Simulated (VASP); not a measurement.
# HfO2 (Fm-3m) in VASP: notebook

Aim: see how the results for HfO2 move with the level of theory and the settings. Levels: PBE, PBE0, HSE06. Tasks: single point.

All numbers are computed with VASP 6.6.1; they aren't measurements. Logs are shortened: lines on timing, memory, paths and dates and some standing lists are left out, and cuts for length are marked.

## 1. The cell of the first run

The structure is cubic, space group Fm-3m (No. 225). The conventional cell has a = 5.058 Å, b = 5.058 Å, c = 5.058 Å, α = 90.00°, β = 90.00°, γ = 90.00°. Within 2.9 Å of Hf (site symmetry m-3m) lie 8 O at 2.19 Å. Within 2.9 Å of O (site symmetry -43m) lie 4 Hf at 2.19 Å and 6 O at 2.53 Å.

## 2. Single point, PBE, non-collinear spin, zero start, spin-orbit coupling

Input file INCAR:

```
SYSTEM = HfO2
PREC     = Accurate       ! precision mode
ENCUT    = 600            ! plane-wave cutoff, eV
EDIFF    = 1E-6           ! SCF threshold, eV
ISMEAR   = 0              ! smearing method
SIGMA    = 0.01           ! smearing width, eV
LREAL    = .FALSE.        ! projectors in reciprocal space
LASPH    = .TRUE.         ! aspherical terms in the spheres
NELM     = 200            ! most SCF steps
ALGO     = Normal         ! electronic algorithm
ISIF     = 2              ! what is computed and relaxed
LWAVE    = .FALSE.        ! write WAVECAR
LCHARG   = .FALSE.        ! write CHGCAR
MAGMOM   = 0 0 0 0 0 0 0 0 0 ! initial moments
LORBIT   = 11             ! projections on sites
LSORBIT  = .TRUE.         ! spin-orbit coupling
GGA_COMPAT= .FALSE.      
LORBMOM  = .TRUE.       
LMAXMIX  = 4              ! l up to which the mixer works
GGA      = PE             ! functional
NBANDS   = 35             ! bands
```

Input file KPOINTS:

```
regular mesh
0
G
  8 8 8
  0 0 0
```

Input file POSCAR:

```
HfO2
1.0
    0.0000000000      2.5291822925      2.5291822925
    2.5291822925      0.0000000000      2.5291822925
    2.5291822925      2.5291822925      0.0000000000
Hf O
1 2
Direct
    0.0000000000      0.0000000000      0.0000000000
    0.2500000000      0.2500000000      0.2500000000
    0.7500000000      0.7500000000      0.7500000000
```

Potentials or basis: VASP PAW PBE potentials, release 64 (Hf_pv, O).

Launch:

```bash
cat potpaw_PBE.64/Hf_pv/POTCAR potpaw_PBE.64/O/POTCAR > POTCAR
mpirun -np 1 vasp_ncl > vasp.out
```

OUTCAR:

```text
SYSTEM = HfO2
   PREC = Accurate
   ENCUT = 600
   EDIFF = 1E-6
   ISMEAR = 0
   LREAL = .FALSE.
   LASPH = .TRUE.
   NELM = 200
   ISIF = 2
   LORBIT = 11
   LSORBIT = .TRUE.
   GGA = PE

 ion  position               nearest neighbor table
   1  0.000  0.000  0.000-   3 2.19   3 2.19   3 2.19   2 2.19   3 2.19   2 2.19   2 2.19   2 2.19

   2  0.250  0.250  0.250-   1 2.19   1 2.19   1 2.19   1 2.19
   3  0.750  0.750  0.750-   1 2.19   1 2.19   1 2.19   1 2.19

  LATTYP: Found a face centered cubic cell.
 ALAT       =     5.0583645850

  Lattice vectors:

 A1 = (   0.0000000000,   2.5291822925,   2.5291822925)
 A2 = (   2.5291822925,   0.0000000000,   2.5291822925)
 A3 = (   2.5291822925,   2.5291822925,   0.0000000000)

Analysis of symmetry for initial positions (statically):
=====================================================================
 Subroutine PRICEL returns:
 Original cell was already a primitive cell.

 Routine SETGRP: Setting up the symmetry group for a
 face centered cubic supercell.

 Subroutine GETGRP returns: Found 48 space group operations
 (whereof 48 operations were pure point group operations)
 out of a pool of 48 trial point group operations.

The static configuration has the point symmetry O_h .

Analysis of symmetry for dynamics (positions and initial velocities):
=====================================================================
 Subroutine PRICEL returns:
 Original cell was already a primitive cell.

 Routine SETGRP: Setting up the symmetry group for a
 face centered cubic supercell.

 Subroutine GETGRP returns: Found 48 space group operations
 (whereof 48 operations were pure point group operations)
 out of a pool of 48 trial point group operations.

The dynamic configuration has the point symmetry O_h .

Analysis of structural, dynamic, and magnetic symmetry:
=====================================================================
 Subroutine PRICEL returns:
 Original cell was already a primitive cell.

 Routine SETGRP: Setting up the symmetry group for a
 face centered cubic supercell.

 Subroutine GETGRP returns: Found 48 space group operations
 (whereof 48 operations were pure point group operations)
 out of a pool of 48 trial point group operations.

The overall configuration has the point symmetry O_h .

 Subroutine INISYM returns: Found 48 space group operations
 (whereof 48 operations are pure point group operations),
 and found     1 'primitive' translations

----------------------------------------------------------------------------------------

                                     Primitive cell

  volume of cell :      32.3572

  direct lattice vectors                    reciprocal lattice vectors
     0.000000000  2.529182292  2.529182292    -0.197692354  0.197692354  0.197692354
     2.529182292  0.000000000  2.529182292     0.197692354 -0.197692354  0.197692354
     2.529182292  2.529182292  0.000000000     0.197692354  0.197692354 -0.197692354

  length of vectors
     3.576803900  3.576803900  3.576803900     0.342413201  0.342413201  0.342413201

  position of ions in fractional coordinates (direct lattice)
     0.000000000  0.000000000  0.000000000
     0.250000000  0.250000000  0.250000000
     0.750000000  0.750000000  0.750000000

  ion indices of the primitive-cell ions
   primitive index   ion index
                 1           1
                 2           2
                 3           3

----------------------------------------------------------------------------------------

 KPOINTS: regular mesh

Automatic generation of k-mesh.
 Grid dimensions read from file:
 generate k-points for:    8    8    8

 Generating k-lattice:

  Cartesian coordinates                     Fractional coordinates (reciprocal lattice)
    -0.024711544  0.024711544  0.024711544     0.125000000  0.000000000  0.000000000
     0.024711544 -0.024711544  0.024711544     0.000000000  0.125000000  0.000000000
     0.024711544  0.024711544 -0.024711544     0.000000000  0.000000000  0.125000000

  Length of vectors
     0.042801650  0.042801650  0.042801650

  Shift w.r.t. Gamma in fractional coordinates (k-lattice)
     0.000000000  0.000000000  0.000000000

 Subroutine IBZKPT returns following result:
 ===========================================

 Found     29 irreducible k-points:

 Following reciprocal coordinates:
[... 59 lines left out ...]
   ISMEAR =     0;   SIGMA  =   0.01  broadening in eV -4-tet -1-fermi 0-gaus
   EFERMI_NEDOS =   21; number of points for ismear=-14 and -15
   IALGO  =     38    algorithm
   IMIX   =      4    mixing-type and parameters
     AMIX     =   0.40;   BMIX     =  1.00
     AMIX_MAG =   1.60;   BMIX_MAG =  1.00
  volume/ion in A,a.u.               =      10.79        72.79
  Fermi-wavevector in a.u.,A,eV,Ry     =   1.439546  2.720348 28.195260  2.072293
  Thomas-Fermi vector in A             =   2.558390
   LORBIT       =     11    0 simple, 1 ext, 2 COOP (PROOUT), +10 PAW based schemes
   GGA     = PE    functional components
   LHFCALC =     F    Hartree Fock is set to
   AEXX    =    0.0000 exact exchange contribution
   IVDW    =     0    specifies the selected vdW correction
   LEPSILON=     F    determine dielectric tensor
   LRPA    =     F    only Hartree local field effects (RPA)
 Gauss-broadening in eV      SIGMA  =   0.01
  energy-cutoff  :      600.00
  volume of cell :       32.36
 maximum number of plane-waves:      2212
 NGX is ok and might be reduce to    30
   NGX = 15   NGY = 15   NGZ = 15

 number of electron      21.9999998 magnetization      -0.0000000     -0.0000000     -0.0000000

 number of electron      21.9999998 magnetization       0.0000000      0.0000000      0.0000000

 number of electron      21.9999998 magnetization       0.0000000     -0.0000000      0.0000000

 number of electron      21.9999998 magnetization      -0.0000000     -0.0000000      0.0000000

 Free energy of the ion-electron system (eV)
  ---------------------------------------------------
  ext. energy  EPLUGINS =         0.00000000
  ---------------------------------------------------
  free energy    TOTEN  =       -30.87433031 eV

  energy without entropy =      -30.87433031  energy(sigma->0) =      -30.87433031

 E-fermi :   4.3758     XC(G=0): -11.8777

 val. band max:        4.3320949888   @ k =   0.5000   0.5000   0.0000
 cond. band min:       8.1367242638   @ k =   0.5000   0.5000   0.0000
 fundamental gap:      3.8046292750
 Fermi energy:         4.3757524085

 k-point     1 :       0.0000    0.0000    0.0000
  band No.  band energies     occupation
      1     -30.1385      1.00000
      2     -30.1385      1.00000
      3     -23.1079      1.00000
      4     -23.1079      1.00000
      5     -23.1079      1.00000
      6     -23.1079      1.00000
[... 877 lines left out ...]
     33      15.3755      0.00000
     34      15.3755      0.00000

 [... further k-points ...]

 [bands above 34 left out]

------------------------ aborting loop because EDIFF is reached ----------------------------------------

  FORCE on cell =-STRESS in cart. coord.  units (eV):
  Direction    XX          YY          ZZ          XY          YZ          ZX
  --------------------------------------------------------------------------------------
  -------------------------------------------------------------------------------------
  Total        0.4094131      0.4094131      0.4094131     -0.0000000      0.0000000     -0.0000000
  in kB       20.2722490     20.2722490     20.2722490     -0.0000000      0.0000000     -0.0000000
  external PRESSURE =      20.2722490 kB  Pullay stress =       0.0000000 kB

 VOLUME and BASIS-vectors are now :
 -----------------------------------------------------------------------------
  energy-cutoff  :      600.00
  volume of cell :       32.36
      direct lattice vectors                 reciprocal lattice vectors
     0.000000000  2.529182292  2.529182292    -0.197692354  0.197692354  0.197692354
     2.529182292  0.000000000  2.529182292     0.197692354 -0.197692354  0.197692354
     2.529182292  2.529182292  0.000000000     0.197692354  0.197692354 -0.197692354

 POSITION                                       TOTAL-FORCE (eV/Angst)
 -----------------------------------------------------------------------------------
      0.00000      0.00000      0.00000         0.000000      0.000000      0.000000
      1.26459      1.26459      1.26459        -0.000000     -0.000000     -0.000000
      3.79377      3.79377      3.79377         0.000000      0.000000      0.000000
 -----------------------------------------------------------------------------------
    total drift:                                0.000000      0.000000      0.000000

  FREE ENERGIE OF THE ION-ELECTRON SYSTEM (eV)
  ---------------------------------------------------
  free  energy   TOTEN  =       -30.8743303125 eV

  energy  without entropy=      -30.8743303125  energy(sigma->0) =      -30.87433031

 orbital moment (x)

 # of ion     p       d       tot
 ----------------------------------------
  1         0.000   0.000   0.000
  2        -0.000   0.000  -0.000
  3        -0.000   0.000  -0.000
 ----------------------------------------
           -0.000   0.000  -0.000

 orbital moment (y)

 # of ion     p       d       tot
 ----------------------------------------
  1         0.000   0.000   0.000
  2        -0.000   0.000  -0.000
  3        -0.000   0.000  -0.000
 ----------------------------------------
           -0.000   0.000  -0.000

 orbital moment (z)

 # of ion     p       d       tot
 ----------------------------------------
  1         0.000   0.000   0.000
  2         0.000   0.000   0.000
  3         0.000   0.000   0.000
 ----------------------------------------
            0.000   0.000   0.000

 Spin-Orbit-Coupling matrix elements

 Ion:    1  E_soc:     -1.2336103
 l=   1
     0.0000000    -0.2019091    -0.2019091
    -0.2019091     0.0000000    -0.2019091
    -0.2019091    -0.2019091     0.0000000
 l=   2
     0.0000000    -0.0009039     0.0000000    -0.0009039    -0.0027888
    -0.0009039     0.0000000    -0.0020916    -0.0009039    -0.0006972
     0.0000000    -0.0020916     0.0000000    -0.0020916     0.0000000
    -0.0009039    -0.0009039    -0.0020916     0.0000000    -0.0006972
    -0.0027888    -0.0006972     0.0000000    -0.0006972     0.0000000
 l=   3
     0.0000000     0.0000000     0.0000000     0.0000000     0.0000000     0.0000000     0.0000000
     0.0000000     0.0000000     0.0000000     0.0000000     0.0000000     0.0000000     0.0000000
     0.0000000     0.0000000     0.0000000     0.0000000     0.0000000     0.0000000     0.0000000
     0.0000000     0.0000000     0.0000000     0.0000000     0.0000000     0.0000000     0.0000000
[... 29 lines left out ...]
 l=   2
     0.0000000     0.0000000     0.0000000     0.0000000     0.0000000
     0.0000000     0.0000000     0.0000000     0.0000000     0.0000000
     0.0000000     0.0000000     0.0000000     0.0000000     0.0000000
     0.0000000     0.0000000     0.0000000     0.0000000     0.0000000
     0.0000000     0.0000000     0.0000000     0.0000000     0.0000000
 l=   3
     0.0000000     0.0000000     0.0000000     0.0000000     0.0000000     0.0000000     0.0000000
     0.0000000     0.0000000     0.0000000     0.0000000     0.0000000     0.0000000     0.0000000
     0.0000000     0.0000000     0.0000000     0.0000000     0.0000000     0.0000000     0.0000000
     0.0000000     0.0000000     0.0000000     0.0000000     0.0000000     0.0000000     0.0000000
     0.0000000     0.0000000     0.0000000     0.0000000     0.0000000     0.0000000     0.0000000
     0.0000000     0.0000000     0.0000000     0.0000000     0.0000000     0.0000000     0.0000000
     0.0000000     0.0000000     0.0000000     0.0000000     0.0000000     0.0000000     0.0000000

 total charge

# of ion       s       p       d       tot
------------------------------------------
    1        0.295   6.631   1.378   8.304
    2        1.558   3.559   0.000   5.117
    3        1.558   3.559   0.000   5.117
--------------------------------------------------
tot          3.412  13.748   1.378  18.538

 magnetization (x)

# of ion       s       p       d       tot
------------------------------------------
    1        0.000   0.000   0.000   0.000
    2       -0.000   0.000   0.000   0.000
    3       -0.000   0.000   0.000   0.000
--------------------------------------------------
tot         -0.000   0.000   0.000   0.000

 magnetization (y)

# of ion       s       p       d       tot
------------------------------------------
    1        0.000   0.000   0.000   0.000
    2        0.000   0.000   0.000   0.000
    3        0.000   0.000   0.000   0.000
--------------------------------------------------
tot          0.000   0.000   0.000   0.000

 magnetization (z)

# of ion       s       p       d       tot
------------------------------------------
    1        0.000   0.000  -0.000   0.000
    2       -0.000   0.000   0.000  -0.000
    3       -0.000   0.000   0.000  -0.000
--------------------------------------------------
tot         -0.000   0.000  -0.000  -0.000
```

Wall time 1.9 min (1 thread of AMD EPYC 7R43 (Zen 3), shared host); peak memory 0.27 GiB.

What came out:

* Free energy: -30.8743 eV
* Pressure: 2.0 GPa
* Net moment: 0.00 μB per cell
* Valence electrons inside the program's atomic spheres: Hf 8.30; O 5.12

Moments on the atoms (μB; x, y, z):
```
Hf  0.00 0.00 0.00
O   0.00 0.00 0.00
O   0.00 0.00 0.00
```

(Part 1 of 2 ends here.)
